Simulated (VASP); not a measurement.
# Bi (Fm-3m) in VASP: notebook

Runs on Bi. Level: PBEsol. Tasks: single point, relaxation of cell and atoms.

All numbers are computed with VASP 6.6.1; they aren't measurements. Logs are shortened: lines on timing, memory, paths and dates and some standing lists are left out, and cuts for length are marked.

## 1. The cell of the first run

The structure is cubic, space group Fm-3m (No. 225). The conventional cell has a = 4.945 Å, b = 4.945 Å, c = 4.945 Å, α = 90.00°, β = 90.00°, γ = 90.00°. Within 4.6 Å of Bi (site symmetry m-3m) lie 12 Bi at 3.50 Å.

This isn't the form of Bi at room conditions, which is rhombohedral.

## 2. Single point, PBEsol (30.24 Å³/atom)

Contents of INCAR:

```
PREC     = Accurate       # precision mode
ENCUT    = 520            # plane-wave cutoff, eV
EDIFF    = 1E-6           # SCF threshold, eV
ISMEAR   = -1             # smearing method
SIGMA    = 0.1            # smearing width, eV
LREAL    = False          # projectors in reciprocal space
LASPH    = True           # aspherical terms in the spheres
NELM     = 60             # most SCF steps
ALGO     = Normal         # electronic algorithm
ISIF     = 2              # what is computed and relaxed
LWAVE    = False          # write WAVECAR
LCHARG   = True           # write CHGCAR
GGA      = PS             # functional
LELF     = True           # ELF
LVHAR    = True         
NBANDS   = 14             # bands
```

Contents of KPOINTS:

```
regular mesh
0
Gamma
  12 12 12
```

Contents of POSCAR:

```
Bi
1.0
    0.0000000000      2.4727365818      2.4727365818
    2.4727365818      0.0000000000      2.4727365818
    2.4727365818      2.4727365818      0.0000000000
Bi
1
Direct
    0.0000000000      0.0000000000      0.0000000000
```

Potentials or basis: VASP PAW PBE potentials, release 64 (Bi_d).

Command:

```console
cat potpaw_PBE.64/Bi_d/POTCAR > POTCAR
mpirun -np 1 vasp_std > vasp.out
```

OUTCAR:

```text
PREC = Accurate
   ENCUT = 520
   EDIFF = 1E-6
   ISMEAR = -1
   LREAL = False
   LASPH = True
   NELM = 60
   ISIF = 2
   GGA = PS

 ion  position               nearest neighbor table
   1  0.000  0.000  0.000-

  LATTYP: Found a face centered cubic cell.
 ALAT       =     4.9454731636

  Lattice vectors:

 A1 = (   0.0000000000,   2.4727365818,   2.4727365818)
 A2 = (   2.4727365818,   0.0000000000,   2.4727365818)
 A3 = (   2.4727365818,   2.4727365818,   0.0000000000)

Analysis of symmetry for initial positions (statically):
=====================================================================
 Subroutine PRICEL returns:
 Original cell was already a primitive cell.

 Routine SETGRP: Setting up the symmetry group for a
 face centered cubic supercell.

 Subroutine GETGRP returns: Found 48 space group operations
 (whereof 48 operations were pure point group operations)
 out of a pool of 48 trial point group operations.

The static configuration has the point symmetry O_h .

Analysis of symmetry for dynamics (positions and initial velocities):
=====================================================================
 Subroutine PRICEL returns:
 Original cell was already a primitive cell.

 Routine SETGRP: Setting up the symmetry group for a
 face centered cubic supercell.

 Subroutine GETGRP returns: Found 48 space group operations
 (whereof 48 operations were pure point group operations)
 out of a pool of 48 trial point group operations.

The dynamic configuration has the point symmetry O_h .

 Subroutine INISYM returns: Found 48 space group operations
 (whereof 48 operations are pure point group operations),
 and found     1 'primitive' translations

----------------------------------------------------------------------------------------

                                     Primitive cell

  volume of cell :      30.2387

  direct lattice vectors                    reciprocal lattice vectors
     0.000000000  2.472736582  2.472736582    -0.202205121  0.202205121  0.202205121
     2.472736582  0.000000000  2.472736582     0.202205121 -0.202205121  0.202205121
     2.472736582  2.472736582  0.000000000     0.202205121  0.202205121 -0.202205121

  length of vectors
     3.496977610  3.496977610  3.496977610     0.350229543  0.350229543  0.350229543

  position of ions in fractional coordinates (direct lattice)
     0.000000000  0.000000000  0.000000000

  ion indices of the primitive-cell ions
   primitive index   ion index
                 1           1

----------------------------------------------------------------------------------------

 KPOINTS: regular mesh

Automatic generation of k-mesh.
 Grid dimensions read from file:
 generate k-points for:   12   12   12

 Generating k-lattice:

  Cartesian coordinates                     Fractional coordinates (reciprocal lattice)
    -0.016850427  0.016850427  0.016850427     0.083333333  0.000000000  0.000000000
     0.016850427 -0.016850427  0.016850427     0.000000000  0.083333333  0.000000000
     0.016850427  0.016850427 -0.016850427     0.000000000  0.000000000  0.083333333

  Length of vectors
     0.029185795  0.029185795  0.029185795

  Shift w.r.t. Gamma in fractional coordinates (k-lattice)
     0.000000000  0.000000000  0.000000000

 Subroutine IBZKPT returns following result:
 ===========================================

 Found     72 irreducible k-points:

 Following reciprocal coordinates:
            Coordinates               Weight
  0.000000  0.000000  0.000000      1.000000
  0.083333  0.000000  0.000000      8.000000
  0.166667  0.000000  0.000000      8.000000
  0.250000  0.000000  0.000000      8.000000
  0.333333  0.000000  0.000000      8.000000
  0.416667  0.000000  0.000000      8.000000
[... 16 lines left out ...]
  0.500000  0.166667  0.000000     24.000000
 -0.416667  0.166667  0.000000     24.000000
 [... further k-points ...]
   k-points           NKPTS =     72   k-points in BZ     NKDIM =     72   number of bands    NBANDS=     14
   number of dos      NEDOS =    301   number of ions     NIONS =      1
   total plane-waves  NPLWV =  21952
   dimension x,y,z NGX =    28 NGY =   28 NGZ =   28
   dimension x,y,z NGXF=    56 NGYF=   56 NGZF=   56
   ions per type =               1
   NGX,Y,Z   is equivalent  to a cutoff of  13.31, 13.31, 13.31 a.u.
   NGXF,Y,Z  is equivalent  to a cutoff of  26.62, 26.62, 26.62 a.u.
 SYSTEM =  unknown system
   PREC   = accura    normal or accurate (medium, high low for compatibility)
   ISTART =      0    job   : 0-new  1-cont  2-samecut
   ICHARG =      2    charge: 1-file 2-atom 10-const
   ISPIN  =      1    spin polarized calculation?
   LNONCOLLINEAR =      F non collinear calculations
   LSORBIT =      F    spin-orbit coupling
   LASPH  =      T    aspherical Exc in radial PAW
   ENCUT  =  520.0 eV  38.22 Ry    6.18 a.u.   6.50  6.50  6.50*2*pi/ulx,y,z
   NELM   =     60;   NELMIN=  2; NELMDL= -5     # of ELM steps
   EDIFF  = 0.1E-05   stopping-criterion for ELM
   LREAL  =      F    real-space projection
   EDIFFG = 0.1E-04   stopping-criterion for IOM
   NSW    =      0    number of steps for IOM
   IBRION =     -1    ionic relax: 0-MD 1-quasi-New 2-CG
   NFREE  =      0    steps in history (QN), initial steepest desc. (CG)
   ISIF   =      2    stress and relaxation
   ISYM   =      2    0-nonsym 1-usesym 2-fastsym
   POTIM  = 0.5000    time-step for ionic-motion
   TEBEG  =    0.0;   TEEND  =   0.0 temperature during run
   PSTRESS=    0.0 pullay stress
   NELECT =      15.0000    total number of electrons
   NUPDOWN=      -1.0000    fix difference up-down
   EMIN   =  10.00;   EMAX   =-10.00  energy-range for DOS
   EFERMI =   0.00;   METHOD = LEGACY
   ISMEAR =    -1;   SIGMA  =   0.10  broadening in eV -4-tet -1-fermi 0-gaus
   EFERMI_NEDOS =   21; number of points for ismear=-14 and -15
   IALGO  =     38    algorithm
   IMIX   =      4    mixing-type and parameters
     AMIX     =   0.40;   BMIX     =  1.00
     AMIX_MAG =   1.60;   BMIX_MAG =  1.00
  volume/ion in A,a.u.               =      30.24       204.06
  Fermi-wavevector in a.u.,A,eV,Ry     =   1.295938  2.448967 22.850360  1.679454
  Thomas-Fermi vector in A             =   2.427426
   LORBIT       =      0    0 simple, 1 ext, 2 COOP (PROOUT), +10 PAW based schemes
   GGA     = PS    functional components
   LHFCALC =     F    Hartree Fock is set to
   AEXX    =    0.0000 exact exchange contribution
   IVDW    =     0    specifies the selected vdW correction
   LEPSILON=     F    determine dielectric tensor
   LRPA    =     F    only Hartree local field effects (RPA)
 non-spin polarized calculation
  energy-cutoff  :      520.00
  volume of cell :       30.24
 maximum number of plane-waves:       869
 NGX is ok and might be reduce to    28
   NGX = 13   NGY = 13   NGZ = 13

 number of electron      15.0000002 magnetization

 Free energy of the ion-electron system (eV)
  ---------------------------------------------------
  ext. energy  EPLUGINS =         0.00000000
  ---------------------------------------------------
  free energy    TOTEN  =        -4.17854722 eV

  energy without entropy =       -4.15721589  energy(sigma->0) =       -4.16788156

 E-fermi :   8.2233     XC(G=0): -10.5796

 val. band max:        8.2069951720   @ k =   0.2500   0.2500   0.0000
 cond. band min:       8.2390785240   @ k =  -0.1667   0.2500   0.0833
 fundamental gap:      0.0320833520
 Fermi energy:         8.2233212798

 k-point     1 :       0.0000    0.0000    0.0000
  band No.  band energies     occupation
      1     -14.8421      2.00000
      2     -14.8421      2.00000
      3     -14.8421      2.00000
      4     -14.7631      2.00000
      5     -14.7631      2.00000
      6      -5.6300      2.00000
      7      13.3270      0.00000
      8      13.3270      0.00000
      9      13.3270      0.00000
     10      17.2443      0.00000
     11      17.3480      0.00000
     12      19.1511      0.00000
     13      19.1511      0.00000
     14      19.1511      0.00000

 k-point     2 :       0.0833    0.0000    0.0000
  band No.  band energies     occupation
      1     -14.8412      2.00000
      2     -14.8362      2.00000
      3     -14.8362      2.00000
      4     -14.7630      2.00000
      5     -14.7630      2.00000
      6      -5.5058      2.00000
      7      11.9235      0.00000
      8      13.1786      0.00000
      9      13.1786      0.00000
     10      16.7238      0.00000
     11      18.1984      0.00000
     12      19.4134      0.00000
     13      19.4134      0.00000
     14      20.6075      0.00000

 k-point     3 :       0.1667    0.0000    0.0000
  band No.  band energies     occupation
      1     -14.8392      2.00000
      2     -14.8246      2.00000
      3     -14.8246      2.00000
      4     -14.7583      2.00000
      5     -14.7583      2.00000
      6      -5.1374      2.00000
      7       9.4948      0.00001
      8      12.8159      0.00000
      9      12.8159      0.00000
     10      16.1519      0.00000
     11      19.6124      0.00000
     12      19.7859      0.00000
     13      19.7859      0.00000
     14      19.8298      0.00000
[... 324 lines left out ...]
 k-point    23 :       0.5000    0.1667    0.0000
  band No.  band energies     occupation
      1     -14.8512      2.00000
      2     -14.8072      2.00000
      3     -14.7952      2.00000
      4     -14.7184      2.00000
      5     -14.6793      2.00000
      6      -2.4590      2.00000
      7       3.4811      2.00000
      8       8.9894      0.00094
      9      10.5805      0.00000
     10      14.6414      0.00000
     11      18.7526      0.00000
     12      19.8637      0.00000
     13      21.1127      0.00000
     14      21.7334      0.00000

 k-point    24 :      -0.4167    0.1667    0.0000
  band No.  band energies     occupation
      1     -14.8445      2.00000
      2     -14.8063      2.00000
      3     -14.7983      2.00000
      4     -14.7080      2.00000
      5     -14.6915      2.00000
      6      -2.3448      2.00000
      7       3.2980      2.00000
      8       8.5798      0.05507
      9      10.9612      0.00000
     10      14.8947      0.00000
     11      18.4217      0.00000
     12      19.4433      0.00000
     13      22.0186      0.00000
     14      23.1285      0.00000

 [... further k-points ...]
[... 5 lines left out ...]
  --------------------------------------------------------------------------------------
  -------------------------------------------------------------------------------------
  Total       -0.0507986     -0.0507986     -0.0507986      0.0000000      0.0000000     -0.0000000
  in kB       -2.6915286     -2.6915286     -2.6915286      0.0000000      0.0000000     -0.0000000
  external PRESSURE =      -2.6915286 kB  Pullay stress =       0.0000000 kB

 VOLUME and BASIS-vectors are now :
 -----------------------------------------------------------------------------
  energy-cutoff  :      520.00
  volume of cell :       30.24
      direct lattice vectors                 reciprocal lattice vectors
     0.000000000  2.472736582  2.472736582    -0.202205121  0.202205121  0.202205121
     2.472736582  0.000000000  2.472736582     0.202205121 -0.202205121  0.202205121
     2.472736582  2.472736582  0.000000000     0.202205121  0.202205121 -0.202205121

 POSITION                                       TOTAL-FORCE (eV/Angst)
 -----------------------------------------------------------------------------------
      0.00000      0.00000      0.00000         0.000000      0.000000      0.000000
 -----------------------------------------------------------------------------------
    total drift:                               -0.000000     -0.000000     -0.000000

  FREE ENERGIE OF THE ION-ELECTRON SYSTEM (eV)
  ---------------------------------------------------
  free  energy   TOTEN  =        -4.1785472169 eV

  energy  without entropy=       -4.1572158946  energy(sigma->0) =       -4.16788156
```

Run time: 40 s. Hardware: 1 thread of Intel Xeon 8259CL, shared host; peak memory 0.17 GiB.

What came out:

| Item | Value |
| --- | --- |
| Free energy | -4.1785 eV |
| Pressure | -0.3 GPa |
| Band gap on the k mesh | zero (an odd number of electrons rules out a gap without spin polarisation) |

Caveat: the PAW data sets were made with another functional, which shifts forces and pressure a little; spin-orbit coupling is left out, which moves the levels of the heavy elements.

(Continued in part 2 of 3.)
